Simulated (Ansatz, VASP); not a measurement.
## One calculation of CdF2, two programs

```
Cd F
1.0
     0.00000    2.83442    2.83442
     2.83442    0.00000    2.83442
     2.83442    2.83442    0.00000
Cd F
1 2
Cartesian
  0.0000 0.0000 0.0000
  1.4172 1.4172 1.4172
  4.2516 4.2516 4.2516
```

Alike in both runs: task single point; functional PBE; k mesh 8 × 8 × 8; occupations gaussian, width 0.05 eV; no spin polarisation.

```csv
,VASP,Ansatz
version,VASP 6.6.1,Ansatz 0.2.0
potentials or method,"VASP PAW PBE potentials, release 64 (Cd, F), cutoff 520 eV","scalar-relativistic, plane waves, PAW"
valence electrons in the cell,26,34
```

Ansatz gave:

- gap on the k mesh at the Fermi level (eV): 2.56
- least direct gap on the mesh (eV): 3.20
- pressure (GPa): -7.4

Q: Which values does VASP return?

A: gap on the k mesh at the Fermi level (eV): 2.54; least direct gap on the mesh (eV): 3.17; pressure (GPa): -7.1.

With one functional, cell and mesh, what is left measures potentials, basis and numerics. VASP's potentials hold 26 valence electrons a cell and Ansatz's 34, so a difference there can come from the potentials and not from the codes.
